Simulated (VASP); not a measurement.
Set up this calculation in VASP 6.6.1, as the native input.

| Property | Result |
| --- | --- |
| Task | relaxation of the atoms |
| Functional | PBEsol |
| Potentials or basis | VASP PAW PBE potentials, release 64 (N) |
| Cutoff | 520 eV |
| k mesh | 1 × 1 × 1 |
| Occupations | gaussian, width 0.02 eV |
| Spin | no spin polarisation |
| Dipole correction | no |
| Further INCAR settings | ALGO = Normal; EDIFF = 1e-06; IBRION = 2; EDIFFG = -0.03; NSW = 80 |

The structure of N2 lies in POSCAR:

```
N
1.0
    9.0000000000      0.0000000000      0.0000000000
    0.0000000000      9.5000000000      0.0000000000
    0.0000000000      0.0000000000     10.0000000000
N
2
Direct
    0.5000000000      0.5000000000      0.4445000000
    0.5000000000      0.5000000000      0.5555000000
```

One way to write it, as run:

INCAR

```
SYSTEM = N
PREC = Accurate
ENCUT = 520
EDIFF = 1E-6
ISMEAR = 0
SIGMA = 0.02
LREAL = .FALSE.
LASPH = .TRUE.
NELM = 100
ALGO = Normal
ISIF = 2
LWAVE = .FALSE.
LCHARG = .FALSE.
GGA = PS
IBRION = 2
NSW = 80
EDIFFG = -0.03
```

KPOINTS

```
Automatic mesh
0
G
  1 1 1
  0 0 0
```

Potentials or basis: VASP PAW PBE potentials, release 64 (N).

Run with:

```console
$ cat potpaw_PBE.64/N/POTCAR > POTCAR
$ mpirun -np 1 vasp_gam > vasp.out
```

It gave:

| Item | Value |
| --- | --- |
| Energy gained by relaxing | 0.1 meV/atom |
| Ionic steps | 3 |
| Gap between the frontier levels | 8.05 eV |

Caveat: the standard files for N, O and F lose accuracy on very short bonds.

It took 49 s on 1 thread of Intel(R) Xeon(R) 6975P-C (Granite Rapids) (shared host), peak memory 0.78 GiB.
